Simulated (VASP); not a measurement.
# W (Fm-3m) in VASP: notebook

Aim: see how the results for W move with the level of theory and the settings. Levels: revPBE+D3(BJ), RPBE, PBE+D3(BJ). Tasks: single point, relaxation of cell and atoms.

Everything below comes from runs of VASP 6.6.1. Logs are shortened: lines on timing, memory, paths and dates and some standing lists are left out, and cuts for length are marked.

## Step 1: The cell of the first run

The structure is cubic, space group Fm-3m (No. 225). The conventional cell has a = 3.993 Å, b = 3.993 Å, c = 3.993 Å, α = 90.00°, β = 90.00°, γ = 90.00°. Within 3.7 Å of W (site symmetry m-3m) lie 12 W at 2.82 Å.

## Step 2: Single point, revPBE+D3(BJ)

INCAR reads:

```
PREC = Accurate
ENCUT = 500
EDIFF = 1E-6
ISMEAR = 0
SIGMA = 0.1
LREAL = F
LASPH = T
NELM = 120
ALGO = Normal
ISIF = 2
LWAVE = F
LCHARG = T
GGA = RE
IVDW = 12
LELF = T
LVHAR = T
NBANDS = 13
GGA_COMPAT = F
```

KPOINTS reads:

```
regular mesh
0
Gamma
  11 11 11
```

POSCAR reads:

```
W
1.0
    0.0000000000      1.9965853686      1.9965853686
    1.9965853686      0.0000000000      1.9965853686
    1.9965853686      1.9965853686      0.0000000000
W
1
Direct
    0.0000000000      0.0000000000      0.0000000000
```

Potentials or basis: VASP PAW PBE potentials, release 64 (W_sv).

On the command line:

```
$ cat potpaw_PBE.64/W_sv/POTCAR > POTCAR
$ mpirun -np 1 vasp_std > vasp.out
```

OUTCAR:

```text
PREC = Accurate
   ENCUT = 500
   EDIFF = 1E-6
   ISMEAR = 0
   LREAL = F
   LASPH = T
   NELM = 120
   ISIF = 2
   GGA = RE
   IVDW = 12
 IVDW          = 12

 ion  position               nearest neighbor table
   1  0.000  0.000  0.000-

  LATTYP: Found a face centered cubic cell.
 ALAT       =     3.9931707372

  Lattice vectors:

 A1 = (   0.0000000000,   1.9965853686,   1.9965853686)
 A2 = (   1.9965853686,   0.0000000000,   1.9965853686)
 A3 = (   1.9965853686,   1.9965853686,   0.0000000000)

Analysis of symmetry for initial positions (statically):
=====================================================================
 Subroutine PRICEL returns:
 Original cell was already a primitive cell.

 Routine SETGRP: Setting up the symmetry group for a
 face centered cubic supercell.

 Subroutine GETGRP returns: Found 48 space group operations
 (whereof 48 operations were pure point group operations)
 out of a pool of 48 trial point group operations.

The static configuration has the point symmetry O_h .

Analysis of symmetry for dynamics (positions and initial velocities):
=====================================================================
 Subroutine PRICEL returns:
 Original cell was already a primitive cell.

 Routine SETGRP: Setting up the symmetry group for a
 face centered cubic supercell.

 Subroutine GETGRP returns: Found 48 space group operations
 (whereof 48 operations were pure point group operations)
 out of a pool of 48 trial point group operations.

The dynamic configuration has the point symmetry O_h .

 Subroutine INISYM returns: Found 48 space group operations
 (whereof 48 operations are pure point group operations),
 and found     1 'primitive' translations

----------------------------------------------------------------------------------------

                                     Primitive cell

  volume of cell :      15.9182

  direct lattice vectors                    reciprocal lattice vectors
     0.000000000  1.996585369  1.996585369    -0.250427559  0.250427559  0.250427559
     1.996585369  0.000000000  1.996585369     0.250427559 -0.250427559  0.250427559
     1.996585369  1.996585369  0.000000000     0.250427559  0.250427559 -0.250427559

  length of vectors
     2.823598107  2.823598107  2.823598107     0.433753256  0.433753256  0.433753256

  position of ions in fractional coordinates (direct lattice)
     0.000000000  0.000000000  0.000000000

  ion indices of the primitive-cell ions
   primitive index   ion index
                 1           1

----------------------------------------------------------------------------------------

 KPOINTS: regular mesh

Automatic generation of k-mesh.
 Grid dimensions read from file:
 generate k-points for:   11   11   11

 Generating k-lattice:

  Cartesian coordinates                     Fractional coordinates (reciprocal lattice)
    -0.022766142  0.022766142  0.022766142     0.090909091  0.000000000  0.000000000
     0.022766142 -0.022766142  0.022766142     0.000000000  0.090909091  0.000000000
     0.022766142  0.022766142 -0.022766142     0.000000000  0.000000000  0.090909091

  Length of vectors
     0.039432114  0.039432114  0.039432114

  Shift w.r.t. Gamma in fractional coordinates (k-lattice)
     0.000000000  0.000000000  0.000000000

 Subroutine IBZKPT returns following result:
 ===========================================

 Found     56 irreducible k-points:

 Following reciprocal coordinates:
            Coordinates               Weight
  0.000000  0.000000  0.000000      1.000000
  0.090909  0.000000  0.000000      8.000000
  0.181818  0.000000  0.000000      8.000000
  0.272727  0.000000  0.000000      8.000000
  0.363636  0.000000  0.000000      8.000000
  0.454545  0.000000  0.000000      8.000000
[... 16 lines left out ...]
 -0.272727  0.181818  0.000000     24.000000
 -0.181818  0.181818  0.000000     12.000000
 [... further k-points ...]
   k-points           NKPTS =     56   k-points in BZ     NKDIM =     56   number of bands    NBANDS=     13
   number of dos      NEDOS =    301   number of ions     NIONS =      1
   total plane-waves  NPLWV =  13824
   dimension x,y,z NGX =    24 NGY =   24 NGZ =   24
   dimension x,y,z NGXF=    48 NGYF=   48 NGZF=   48
   ions per type =               1
   NGX,Y,Z   is equivalent  to a cutoff of  14.13, 14.13, 14.13 a.u.
   NGXF,Y,Z  is equivalent  to a cutoff of  28.26, 28.26, 28.26 a.u.
 SYSTEM =  unknown system
   PREC   = accura    normal or accurate (medium, high low for compatibility)
   ISTART =      0    job   : 0-new  1-cont  2-samecut
   ICHARG =      2    charge: 1-file 2-atom 10-const
   ISPIN  =      1    spin polarized calculation?
   LNONCOLLINEAR =      F non collinear calculations
   LSORBIT =      F    spin-orbit coupling
   LASPH  =      T    aspherical Exc in radial PAW
   ENCUT  =  500.0 eV  36.75 Ry    6.06 a.u.   5.15  5.15  5.15*2*pi/ulx,y,z
   NELM   =    120;   NELMIN=  2; NELMDL= -5     # of ELM steps
   EDIFF  = 0.1E-05   stopping-criterion for ELM
   LREAL  =      F    real-space projection
   EDIFFG = 0.1E-04   stopping-criterion for IOM
   NSW    =      0    number of steps for IOM
   IBRION =     -1    ionic relax: 0-MD 1-quasi-New 2-CG
   NFREE  =      0    steps in history (QN), initial steepest desc. (CG)
   ISIF   =      2    stress and relaxation
   ISYM   =      2    0-nonsym 1-usesym 2-fastsym
   POTIM  = 0.5000    time-step for ionic-motion
   TEBEG  =    0.0;   TEEND  =   0.0 temperature during run
   PSTRESS=    0.0 pullay stress
   NELECT =      14.0000    total number of electrons
   NUPDOWN=      -1.0000    fix difference up-down
   EMIN   =  10.00;   EMAX   =-10.00  energy-range for DOS
   EFERMI =   0.00;   METHOD = LEGACY
   ISMEAR =     0;   SIGMA  =   0.10  broadening in eV -4-tet -1-fermi 0-gaus
   EFERMI_NEDOS =   21; number of points for ismear=-14 and -15
   IALGO  =     38    algorithm
   IMIX   =      4    mixing-type and parameters
     AMIX     =   0.40;   BMIX     =  1.00
     AMIX_MAG =   1.60;   BMIX_MAG =  1.00
  volume/ion in A,a.u.               =      15.92       107.42
  Fermi-wavevector in a.u.,A,eV,Ry     =   1.568506  2.964047 33.473221  2.460212
  Thomas-Fermi vector in A             =   2.670527
   LORBIT       =      0    0 simple, 1 ext, 2 COOP (PROOUT), +10 PAW based schemes
   GGA     = RE    functional components
   LHFCALC =     F    Hartree Fock is set to
   AEXX    =    0.0000 exact exchange contribution
   IVDW    =    12    specifies the selected vdW correction
   LEPSILON=     F    determine dielectric tensor
   LRPA    =     F    only Hartree local field effects (RPA)
 non-spin polarized calculation
 Gauss-broadening in eV      SIGMA  =   0.10
  energy-cutoff  :      500.00
  volume of cell :       15.92
 maximum number of plane-waves:       416
 NGX is ok and might be reduce to    24
   NGX = 11   NGY = 11   NGZ = 11

 number of electron      14.0000000 magnetization

 Free energy of the ion-electron system (eV)
  ---------------------------------------------------
  ext. energy  EPLUGINS =         0.00000000
  ---------------------------------------------------
  free energy    TOTEN  =       -12.01617024 eV

  energy without entropy =      -12.01168512  energy(sigma->0) =      -12.01392768

 E-fermi :  10.9572     XC(G=0): -13.5702

 val. band max:       10.9123746796   @ k =  -0.2727   0.0909   0.0000
 cond. band min:      10.9797154964   @ k =   0.1818   0.0909   0.0000
 fundamental gap:      0.0673408168
 Fermi energy:        10.9572390857

 k-point     1 :       0.0000    0.0000    0.0000
  band No.  band energies     occupation
      1     -62.6682      2.00000
      2     -26.2551      2.00000
      3     -26.2551      2.00000
      4     -26.2551      2.00000
      5       1.8224      2.00000
      6      10.3811      2.00000
      7      10.3811      2.00000
      8      10.3811      2.00000
      9      13.6519      0.00000
     10      13.6519      0.00000
     11      23.7718      0.00000
     12      29.1564      0.00000
     13      29.1564      0.00000

 k-point     2 :       0.0909    0.0000    0.0000
  band No.  band energies     occupation
      1     -62.6586      2.00000
      2     -26.3629      2.00000
      3     -26.2687      2.00000
      4     -26.2687      2.00000
      5       2.1943      2.00000
      6      10.0997      2.00000
      7      10.5499      2.00000
      8      10.5499      2.00000
      9      13.4993      0.00000
     10      13.4993      0.00000
     11      24.5071      0.00000
     12      27.7809      0.00000
     13      29.8582      0.00000

 k-point     3 :       0.1818    0.0000    0.0000
  band No.  band energies     occupation
      1     -62.6327      2.00000
      2     -26.6453      2.00000
      3     -26.3051      2.00000
      4     -26.3051      2.00000
      5       3.1887      2.00000
      6       9.5520      2.00000
      7      10.8479      1.87790
      8      10.8479      1.87790
      9      13.3715      0.00000
     10      13.3715      0.00000
     11      25.2315      0.00000
     12      26.9299      0.00000
     13      31.7915      0.00000
[... 305 lines left out ...]
 k-point    23 :      -0.2727    0.1818    0.0000
  band No.  band energies     occupation
      1     -62.5585      2.00000
      2     -27.1735      2.00000
      3     -26.6663      2.00000
      4     -26.3951      2.00000
      5       6.1581      2.00000
      6       8.9754      2.00000
      7       9.5398      2.00000
      8      11.4662      0.00000
      9      13.2880      0.00000
     10      17.1839      0.00000
     11      24.2408      0.00000
     12      27.3724      0.00000
     13      29.1994      0.00000

 k-point    24 :      -0.1818    0.1818    0.0000
  band No.  band energies     occupation
      1     -62.5874      2.00000
      2     -26.9672      2.00000
      3     -26.5540      2.00000
      4     -26.3400      2.00000
      5       5.0810      2.00000
      6       8.7890      2.00000
      7      10.2816      2.00000
      8      11.9485      0.00000
      9      12.0163      0.00000
     10      15.6871      0.00000
     11      25.5034      0.00000
     12      29.0491      0.00000
     13      30.0315      0.00000

 [... further k-points ...]

------------------------ aborting loop because EDIFF is reached ----------------------------------------

 Edisp (eV)   -1.24383

 E8    (eV) :    -0.9318

  FORCE on cell =-STRESS in cart. coord.  units (eV):
  Direction    XX          YY          ZZ          XY          YZ          ZX
  --------------------------------------------------------------------------------------
  -------------------------------------------------------------------------------------
  Total       0.05531     0.05531     0.05531     0.00000    -0.00000     0.00000
  in kB       5.56715     5.56715     5.56715     0.00000    -0.00000     0.00000
  external pressure =        5.57 kB  Pullay stress =        0.00 kB

 VOLUME and BASIS-vectors are now :
 -----------------------------------------------------------------------------
  energy-cutoff  :      500.00
  volume of cell :       15.92
      direct lattice vectors                 reciprocal lattice vectors
     0.000000000  1.996585369  1.996585369    -0.250427559  0.250427559  0.250427559
     1.996585369  0.000000000  1.996585369     0.250427559 -0.250427559  0.250427559
     1.996585369  1.996585369  0.000000000     0.250427559  0.250427559 -0.250427559

 POSITION                                       TOTAL-FORCE (eV/Angst)
 -----------------------------------------------------------------------------------
      0.00000      0.00000      0.00000        -0.000000     -0.000000      0.000000
 -----------------------------------------------------------------------------------
    total drift:                               -0.000000      0.000000     -0.000000

  FREE ENERGIE OF THE ION-ELECTRON SYSTEM (eV)
  ---------------------------------------------------
  free  energy   TOTEN  =       -13.2600043005 eV

  energy  without entropy=      -13.2555191827  energy(sigma->0) =      -13.25776174
```

Run time: 16 s. Hardware: 1 thread of Intel Xeon 8259CL, shared host; peak memory 0.15 GiB.

Results:

* Free energy: -13.2600 eV
* Pressure: 0.6 GPa
* Band gap on the k mesh: zero (band 7 reaches 13.79 eV, above the bottom of band 8 at 10.38 eV)
* Dispersion energy per atom: -1.244 eV

Levels at points of the mesh, in eV from the Fermi level:
```tsv
k point	band 4	band 5	band 6	band 7	band 8	band 9	band 10	band 11
(0.00, 0.00, 0.00)	-37.21	-9.13	-0.58	-0.58	-0.58	2.69	2.69	12.81
```

Caveat: the PAW data sets were made with another functional, which shifts forces and pressure a little; spin-orbit coupling is left out, which moves the levels of the heavy elements; pairwise dispersion overbinds metals, which lowers pressure and volume.

(Continued in part 2 of 2.)
